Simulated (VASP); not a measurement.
# RbBr (P4/mmm) in VASP: notebook

The runs below take RbBr through single point, with PBE.

Everything below comes from runs of VASP 6.6.1. Logs are shortened: lines on timing, memory, paths and dates and some standing lists are left out, and cuts for length are marked.

## 1. The cell of the first run

The structure is tetragonal, space group P4/mmm (No. 123). The conventional cell has a = 4.456 Å, b = 4.456 Å, c = 3.961 Å, α = 90.00°, β = 90.00°, γ = 90.00°. Within 4.9 Å of Rb (site symmetry 4/mmm) lie 8 Br at 3.72 Å and 6 Rb at 3.96 to 4.46 Å. Within 4.9 Å of Br (site symmetry 4/mmm) lie 8 Rb at 3.72 Å and 6 Br at 3.96 to 4.46 Å.

## 2. Single point, PBE (strain +0.080 along x and y, -0.040 along z)

INCAR reads:

```
PREC = Accurate
ENCUT = 520
EDIFF = 1E-6
ISMEAR = 0
SIGMA = 0.05
LREAL = F
LASPH = T
NELM = 100
ALGO = Normal
ISIF = 2
LWAVE = F
LCHARG = F
GGA = PE
NBANDS = 15
```

KPOINTS reads:

```
regular mesh
0
Gamma
  6 6 6
```

POSCAR reads:

```
RbBr
1.0
    4.4561634840      0.0000000000      0.0000000000
    0.0000000000      4.4561634840      0.0000000000
    0.0000000000      0.0000000000      3.9610342080
Rb Br
1 1
Direct
    0.0000000000      0.0000000000      0.0000000000
    0.5000000000      0.5000000000      0.5000000000
```

Potentials or basis: VASP PAW PBE potentials, release 64 (Rb_sv, Br).

Run with:

```bash
cat potpaw_PBE.64/Rb_sv/POTCAR potpaw_PBE.64/Br/POTCAR > POTCAR
mpirun -np 1 vasp_std > vasp.out
```

OUTCAR:

```text
PREC = Accurate
   ENCUT = 520
   EDIFF = 1E-6
   ISMEAR = 0
   LREAL = F
   LASPH = T
   NELM = 100
   ISIF = 2
   GGA = PE

 ion  position               nearest neighbor table
   1  0.000  0.000  0.000-   2 3.72   2 3.72   2 3.72   2 3.72   2 3.72   2 3.72   2 3.72   2 3.72

   2  0.500  0.500  0.500-   1 3.72   1 3.72   1 3.72   1 3.72   1 3.72   1 3.72   1 3.72   1 3.72

  LATTYP: Found a simple tetragonal cell.
 ALAT       =     4.4561634840
 C/A-ratio  =     0.8888888889

  Lattice vectors:

 A1 = (   4.4561634840,   0.0000000000,   0.0000000000)
 A2 = (   0.0000000000,   4.4561634840,   0.0000000000)
 A3 = (   0.0000000000,   0.0000000000,   3.9610342080)

Analysis of symmetry for initial positions (statically):
=====================================================================
 Subroutine PRICEL returns:
 Original cell was already a primitive cell.

 Routine SETGRP: Setting up the symmetry group for a
 simple tetragonal supercell.

 Subroutine GETGRP returns: Found 16 space group operations
 (whereof 16 operations were pure point group operations)
 out of a pool of 16 trial point group operations.

The static configuration has the point symmetry D_4h.

Analysis of symmetry for dynamics (positions and initial velocities):
=====================================================================
 Subroutine PRICEL returns:
 Original cell was already a primitive cell.

 Routine SETGRP: Setting up the symmetry group for a
 simple tetragonal supercell.

 Subroutine GETGRP returns: Found 16 space group operations
 (whereof 16 operations were pure point group operations)
 out of a pool of 16 trial point group operations.

The dynamic configuration has the point symmetry D_4h.

 Subroutine INISYM returns: Found 16 space group operations
 (whereof 16 operations are pure point group operations),
 and found     1 'primitive' translations

----------------------------------------------------------------------------------------

                                     Primitive cell

  volume of cell :      78.6558

  direct lattice vectors                    reciprocal lattice vectors
     4.456163484  0.000000000  0.000000000     0.224408284  0.000000000  0.000000000
     0.000000000  4.456163484  0.000000000     0.000000000  0.224408284  0.000000000
     0.000000000  0.000000000  3.961034208     0.000000000  0.000000000  0.252459319

  length of vectors
     4.456163484  4.456163484  3.961034208     0.224408284  0.224408284  0.252459319

  position of ions in fractional coordinates (direct lattice)
     0.000000000  0.000000000  0.000000000
     0.500000000  0.500000000  0.500000000

  ion indices of the primitive-cell ions
   primitive index   ion index
                 1           1
                 2           2

----------------------------------------------------------------------------------------

 KPOINTS: regular mesh

Automatic generation of k-mesh.
 Grid dimensions read from file:
 generate k-points for:    6    6    6

 Generating k-lattice:

  Cartesian coordinates                     Fractional coordinates (reciprocal lattice)
     0.037401381  0.000000000  0.000000000     0.166666667  0.000000000  0.000000000
     0.000000000  0.037401381  0.000000000     0.000000000  0.166666667  0.000000000
     0.000000000  0.000000000  0.042076553     0.000000000  0.000000000  0.166666667

  Length of vectors
     0.037401381  0.037401381  0.042076553

  Shift w.r.t. Gamma in fractional coordinates (k-lattice)
     0.000000000  0.000000000  0.000000000

 Subroutine IBZKPT returns following result:
 ===========================================

 Found     40 irreducible k-points:

 Following reciprocal coordinates:
            Coordinates               Weight
  0.000000  0.000000  0.000000      1.000000
  0.166667  0.000000  0.000000      4.000000
  0.333333  0.000000  0.000000      4.000000
  0.500000  0.000000  0.000000      2.000000
  0.166667  0.166667  0.000000      4.000000
  0.333333  0.166667  0.000000      8.000000
[... 16 lines left out ...]
  0.333333  0.000000  0.333333      8.000000
  0.500000  0.000000  0.333333      4.000000
 [... further k-points ...]
   k-points           NKPTS =     40   k-points in BZ     NKDIM =     40   number of bands    NBANDS=     15
   number of dos      NEDOS =    301   number of ions     NIONS =      2
   total plane-waves  NPLWV =  38880
   dimension x,y,z NGX =    36 NGY =   36 NGZ =   30
   dimension x,y,z NGXF=    72 NGYF=   72 NGZF=   60
   ions per type =               1   1
   NGX,Y,Z   is equivalent  to a cutoff of  13.43, 13.43, 12.59 a.u.
   NGXF,Y,Z  is equivalent  to a cutoff of  26.86, 26.86, 25.18 a.u.
 SYSTEM =  unknown system
   PREC   = accura    normal or accurate (medium, high low for compatibility)
   ISTART =      0    job   : 0-new  1-cont  2-samecut
   ICHARG =      2    charge: 1-file 2-atom 10-const
   ISPIN  =      1    spin polarized calculation?
   LNONCOLLINEAR =      F non collinear calculations
   LSORBIT =      F    spin-orbit coupling
   LASPH  =      T    aspherical Exc in radial PAW
   ENCUT  =  520.0 eV  38.22 Ry    6.18 a.u.   8.29  8.29  7.36*2*pi/ulx,y,z
   NELM   =    100;   NELMIN=  2; NELMDL= -5     # of ELM steps
   EDIFF  = 0.1E-05   stopping-criterion for ELM
   LREAL  =      F    real-space projection
   EDIFFG = 0.1E-04   stopping-criterion for IOM
   NSW    =      0    number of steps for IOM
   IBRION =     -1    ionic relax: 0-MD 1-quasi-New 2-CG
   NFREE  =      0    steps in history (QN), initial steepest desc. (CG)
   ISIF   =      2    stress and relaxation
   ISYM   =      2    0-nonsym 1-usesym 2-fastsym
   POTIM  = 0.5000    time-step for ionic-motion
   TEBEG  =    0.0;   TEEND  =   0.0 temperature during run
   PSTRESS=    0.0 pullay stress
   NELECT =      16.0000    total number of electrons
   NUPDOWN=      -1.0000    fix difference up-down
   EMIN   =  10.00;   EMAX   =-10.00  energy-range for DOS
   EFERMI =   0.00;   METHOD = LEGACY
   ISMEAR =     0;   SIGMA  =   0.05  broadening in eV -4-tet -1-fermi 0-gaus
   EFERMI_NEDOS =   21; number of points for ismear=-14 and -15
   IALGO  =     38    algorithm
   IMIX   =      4    mixing-type and parameters
     AMIX     =   0.40;   BMIX     =  1.00
     AMIX_MAG =   1.60;   BMIX_MAG =  1.00
  volume/ion in A,a.u.               =      39.33       265.40
  Fermi-wavevector in a.u.,A,eV,Ry     =   0.962804  1.819436 12.612486  0.926992
  Thomas-Fermi vector in A             =   2.092295
   LORBIT       =      0    0 simple, 1 ext, 2 COOP (PROOUT), +10 PAW based schemes
   GGA     = PE    functional components
   LHFCALC =     F    Hartree Fock is set to
   AEXX    =    0.0000 exact exchange contribution
   IVDW    =     0    specifies the selected vdW correction
   LEPSILON=     F    determine dielectric tensor
   LRPA    =     F    only Hartree local field effects (RPA)
 non-spin polarized calculation
 Gauss-broadening in eV      SIGMA  =   0.05
  energy-cutoff  :      520.00
  volume of cell :       78.66
 maximum number of plane-waves:      2150
 NGX is ok and might be reduce to    36
   NGX = 17   NGY = 17   NGZ = 15

 number of electron      15.9999999 magnetization

 Free energy of the ion-electron system (eV)
  ---------------------------------------------------
  ext. energy  EPLUGINS =         0.00000000
  ---------------------------------------------------
  free energy    TOTEN  =        -5.93339849 eV

  energy without entropy =       -5.93339849  energy(sigma->0) =       -5.93339849

 E-fermi :  -0.4626     XC(G=0):  -7.4580

 val. band max:       -0.7694375316   @ k =   0.5000   0.5000   0.0000
 cond. band min:       2.5017993150   @ k =   0.0000   0.0000   0.0000
 fundamental gap:      3.2712368466
 Fermi energy:        -0.4625901668

 k-point     1 :       0.0000    0.0000    0.0000
  band No.  band energies     occupation
      1     -26.5196      2.00000
      2     -13.5756      2.00000
      3     -10.5266      2.00000
      4     -10.5266      2.00000
      5     -10.4575      2.00000
      6      -1.4390      2.00000
      7      -1.4390      2.00000
      8      -0.8678      2.00000
      9       2.5018      0.00000
     10       4.3081      0.00000
     11       4.7602      0.00000
     12       7.8413      0.00000
     13       8.7972      0.00000
     14       8.7972      0.00000
     15      10.4010      0.00000

 k-point     2 :       0.1667    0.0000    0.0000
  band No.  band energies     occupation
      1     -26.5177      2.00000
      2     -13.5775      2.00000
      3     -10.5378      2.00000
      4     -10.5203      2.00000
      5     -10.4532      2.00000
      6      -1.7923      2.00000
      7      -1.4607      2.00000
      8      -0.8726      2.00000
      9       3.0564      0.00000
     10       4.6953      0.00000
     11       4.9515      0.00000
     12       7.8667      0.00000
     13       8.7192      0.00000
     14       8.9022      0.00000
     15       9.6520      0.00000

 k-point     3 :       0.3333    0.0000    0.0000
  band No.  band energies     occupation
      1     -26.5139      2.00000
      2     -13.5820      2.00000
      3     -10.5577      2.00000
      4     -10.5077      2.00000
      5     -10.4447      2.00000
      6      -2.3445      2.00000
      7      -1.5045      2.00000
      8      -0.8827      2.00000
      9       4.2067      0.00000
     10       5.3116      0.00000
     11       5.6044      0.00000
     12       8.0595      0.00000
     13       8.3869      0.00000
     14       8.6443      0.00000
     15       9.1476      0.00000
[... 343 lines left out ...]
 k-point    23 :       0.3333    0.0000    0.3333
  band No.  band energies     occupation
      1     -26.4916      2.00000
      2     -13.4572      2.00000
      3     -10.7671      2.00000
      4     -10.5813      2.00000
      5     -10.4691      2.00000
      6      -2.0732      2.00000
      7      -1.8749      2.00000
      8      -1.3367      2.00000
      9       4.6213      0.00000
     10       5.1257      0.00000
     11       6.6638      0.00000
     12       7.2097      0.00000
     13       7.3373      0.00000
     14       7.5438      0.00000
     15       9.5641      0.00000

 k-point    24 :       0.5000    0.0000    0.3333
  band No.  band energies     occupation
      1     -26.4899      2.00000
      2     -13.4397      2.00000
      3     -10.7813      2.00000
      4     -10.6164      2.00000
      5     -10.4646      2.00000
      6      -2.1032      2.00000
      7      -1.9104      2.00000
      8      -1.3133      2.00000
      9       4.6308      0.00000
     10       4.8906      0.00000
     11       6.5307      0.00000
     12       6.9428      0.00000
     13       7.3718      0.00000
     14       8.6990      0.00000
     15       9.3906      0.00000

 [... further k-points ...]

------------------------ aborting loop because EDIFF is reached ----------------------------------------

  FORCE on cell =-STRESS in cart. coord.  units (eV):
  Direction    XX          YY          ZZ          XY          YZ          ZX
  --------------------------------------------------------------------------------------
  -------------------------------------------------------------------------------------
  Total       -0.8685486     -0.8685486      0.7093943      0.0000000      0.0000000     -0.0000000
  in kB      -17.6918753    -17.6918753     14.4499878      0.0000000      0.0000000     -0.0000000
  external PRESSURE =      -6.9779209 kB  Pullay stress =       0.0000000 kB

 VOLUME and BASIS-vectors are now :
 -----------------------------------------------------------------------------
  energy-cutoff  :      520.00
  volume of cell :       78.66
      direct lattice vectors                 reciprocal lattice vectors
     4.456163484  0.000000000  0.000000000     0.224408284  0.000000000  0.000000000
     0.000000000  4.456163484  0.000000000     0.000000000  0.224408284  0.000000000
     0.000000000  0.000000000  3.961034208     0.000000000  0.000000000  0.252459319

 POSITION                                       TOTAL-FORCE (eV/Angst)
 -----------------------------------------------------------------------------------
      0.00000      0.00000      0.00000         0.000000      0.000000      0.000000
      2.22808      2.22808      1.98052         0.000000      0.000000      0.000000
 -----------------------------------------------------------------------------------
    total drift:                                0.000000      0.000000      0.000000

  FREE ENERGIE OF THE ION-ELECTRON SYSTEM (eV)
  ---------------------------------------------------
  free  energy   TOTEN  =        -5.9333984886 eV

  energy  without entropy=       -5.9333984886  energy(sigma->0) =       -5.93339849
```

It took 17 s on 1 thread of AMD EPYC 9R45 (Zen 5), shared host; peak memory 0.18 GiB.

Results:

```
Free energy            : -5.9334 eV
Pressure               : -0.7 GPa
Band gap on the k mesh : 3.27 eV, indirect (least direct gap 3.37 eV)
```

Caveat: the cell differs from its parent crystal (strain +0.080 along x and y, -0.040 along z). A k mesh can miss the band edges.

## 3. Single point, PBE (strain +0.080 along x and y, +0.000 along z)

INCAR reads:

```
ALGO = Normal
EDIFF = 1E-7
ENCUT = 520
GGA = PE
ISIF = 2
ISMEAR = 0
LASPH = True
LCHARG = True
LELF = True
LREAL = False
LVHAR = True
LWAVE = False
NBANDS = 15
NELM = 80
PREC = Accurate
SIGMA = 0.05
```

KPOINTS reads:

```
k-points
0
Gamma
  6 6 6
```

Changes to POSCAR since step 2:

```diff
@@ -4,3 +4,3 @@
     0.0000000000      4.4561634840      0.0000000000
-    0.0000000000      0.0000000000      3.9610342080
+    0.0000000000      0.0000000000      4.1260773000
 Rb Br
```

Potentials or basis: VASP PAW PBE potentials, release 64 (Rb_sv, Br).

Run with:

```bash
cat potpaw_PBE.64/Rb_sv/POTCAR potpaw_PBE.64/Br/POTCAR > POTCAR
mpirun -np 1 vasp_std > vasp.out
```

OUTCAR:

```text
EDIFF = 1E-7
   ENCUT = 520
   GGA = PE
   ISIF = 2
   ISMEAR = 0
   LASPH = True
   LREAL = False
   NELM = 80
   PREC = Accurate

 ion  position               nearest neighbor table
   1  0.000  0.000  0.000-   2 3.77   2 3.77   2 3.77   2 3.77   2 3.77   2 3.77   2 3.77   2 3.77

   2  0.500  0.500  0.500-   1 3.77   1 3.77   1 3.77   1 3.77   1 3.77   1 3.77   1 3.77   1 3.77

  LATTYP: Found a simple tetragonal cell.
 ALAT       =     4.4561634840
 C/A-ratio  =     0.9259259259

  Lattice vectors:

 A1 = (   4.4561634840,   0.0000000000,   0.0000000000)
 A2 = (   0.0000000000,   4.4561634840,   0.0000000000)
 A3 = (   0.0000000000,   0.0000000000,   4.1260773000)

Analysis of symmetry for initial positions (statically):
=====================================================================
 Subroutine PRICEL returns:
 Original cell was already a primitive cell.

 Routine SETGRP: Setting up the symmetry group for a
 simple tetragonal supercell.

 Subroutine GETGRP returns: Found 16 space group operations
 (whereof 16 operations were pure point group operations)
 out of a pool of 16 trial point group operations.

[... 178 lines left out ...]
      7      -1.5547      2.00000
      8      -1.2106      2.00000
      9       2.2682      0.00000
     10       4.2472      0.00000
     11       4.5145      0.00000
     12       7.7886      0.00000
     13       8.3644      0.00000
     14       8.3644      0.00000
[... 401 lines left out ...]
      2     -13.5934      2.00000
      3     -10.9239      2.00000
      4     -10.8364      2.00000
      5     -10.6813      2.00000
      6      -2.2590      2.00000
      7      -2.0334      2.00000
      8      -1.4440      2.00000
      9       4.3503      0.00000
     10       4.7516      0.00000
     11       6.4722      0.00000
     12       6.7344      0.00000
     13       7.0254      0.00000
     14       8.1898      0.00000
     15       9.1694      0.00000

 [... further k-points ...]

------------------------ aborting loop because EDIFF is reached ----------------------------------------

  FORCE on cell =-STRESS in cart. coord.  units (eV):
  Direction    XX          YY          ZZ          XY          YZ          ZX
  --------------------------------------------------------------------------------------
  -------------------------------------------------------------------------------------
  Total       -0.8929967     -0.8929967      0.1116506      0.0000000     -0.0000000     -0.0000000
  in kB      -17.4622758    -17.4622758      2.1832941      0.0000000     -0.0000000     -0.0000000
  external PRESSURE =     -10.9137525 kB  Pullay stress =       0.0000000 kB

 VOLUME and BASIS-vectors are now :
 -----------------------------------------------------------------------------
  energy-cutoff  :      520.00
  volume of cell :       81.93
      direct lattice vectors                 reciprocal lattice vectors
     4.456163484  0.000000000  0.000000000     0.224408284  0.000000000  0.000000000
     0.000000000  4.456163484  0.000000000     0.000000000  0.224408284  0.000000000
     0.000000000  0.000000000  4.126077300     0.000000000  0.000000000  0.242360947

 POSITION                                       TOTAL-FORCE (eV/Angst)
 -----------------------------------------------------------------------------------
      0.00000      0.00000      0.00000         0.000000      0.000000      0.000000
      2.22808      2.22808      2.06304         0.000000      0.000000      0.000000
 -----------------------------------------------------------------------------------
    total drift:                                0.000000      0.000000      0.000000

  FREE ENERGIE OF THE ION-ELECTRON SYSTEM (eV)
  ---------------------------------------------------
  free  energy   TOTEN  =        -5.9500094631 eV

  energy  without entropy=       -5.9500094631  energy(sigma->0) =       -5.95000946
```

Run time: 18 s. Hardware: 1 thread of AMD EPYC 9R45 (Zen 5), shared host; peak memory 0.18 GiB.

Results:

| Property | Result |
| --- | --- |
| Free energy | -5.9500 eV |
| Pressure | -1.1 GPa |
| Band gap on the k mesh | 3.37 eV, indirect (least direct gap 3.48 eV) |

Caveat: the cell differs from its parent crystal (strain +0.080 along x and y, +0.000 along z). A k mesh can miss the band edges.
